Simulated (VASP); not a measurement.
MgO:

```xyz
2
Lattice="2.6233 0.0000 0.0000 0.0000 2.6233 0.0000 0.0000 0.0000 2.6233" Properties=species:S:1:pos:R:3 pbc="T T T"
Mg    0.0000    0.0000    0.0000
O     1.3117    1.3117    1.3117
```

Base run:

```yaml
Program: VASP 6.6.1
Functional: r2SCAN
Potentials_or_basis: VASP PAW PBE potentials, release 64 (Mg, O)
Cutoff: 520 eV
k_mesh: 6 × 6 × 6
Occupations: methfessel-paxton, width 0.2 eV
Spin: no spin polarisation
```

Its results: band gap on the k mesh 3.45 eV (least direct gap 4.51 eV); pressure -1.2 GPa.

Q: The run is repeated on the same cell with these changes: potentials or basis from VASP PAW PBE potentials, release 64 (Mg, O) to VASP PAW PBE potentials, release 64 (Mg_sv, O); cutoff from 520 eV to 920 eV; further incar settings from ALGO = Normal; EDIFF = 1e-06; NBANDS = 11 to ALGO = Normal; EDIFF = 1e-06; NBANDS = 15; valence electrons from 8 to 16. What comes out?

A: Band gap on the k mesh 3.52 eV (least direct gap 4.57 eV); pressure 0.6 GPa.

Caveats: the structure was generated, so it needn't be the stable form of MgO; the PAW data sets were made with another functional, which shifts forces and pressure a little.

A k mesh can miss the band edges.
